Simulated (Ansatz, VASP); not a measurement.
**Ni in VASP and in Ansatz**

```
Ni
1.0
    -1.34454    1.34454    1.34454
     1.34454   -1.34454    1.34454
     1.34454    1.34454   -1.34454
Ni
1
Direct
  0.00000 0.00000 0.00000
```

Alike in both runs: task single point; functional r2SCAN; k mesh 18 × 18 × 18; occupations fermi-dirac, width 0.05 eV; collinear spin.

|  | VASP | Ansatz |
| --- | --- | --- |
| version | VASP 6.6.1 | Ansatz 0.2.0 |
| potentials or method | VASP PAW PBE potentials, release 64 (Ni), cutoff 520 eV | plane waves (500 eV) with PAW, scalar-relativistic |
| valence electrons in the cell | 10 | 18 |

Ansatz gave:

* pressure (GPa): 22.4
* net moment per atom (μB): 0.60
* size of the moment on the site where the two differ most (μB): 0.64

Estimate VASP's values.

pressure (GPa): 22.7; net moment per atom (μB): 0.59; size of the moment on the site where the two differ most (μB): 0.59.

VASP's potentials were made for PBE, not for r2SCAN. Site moments also hang on the region over which each program counts them. The functional is the same, so the differences come from potentials, cutoffs and numerics. VASP's potentials hold 10 valence electrons a cell and Ansatz's 18, so a difference there can come from the potentials and not from the codes. Ansatz's warnings: stability check not made.
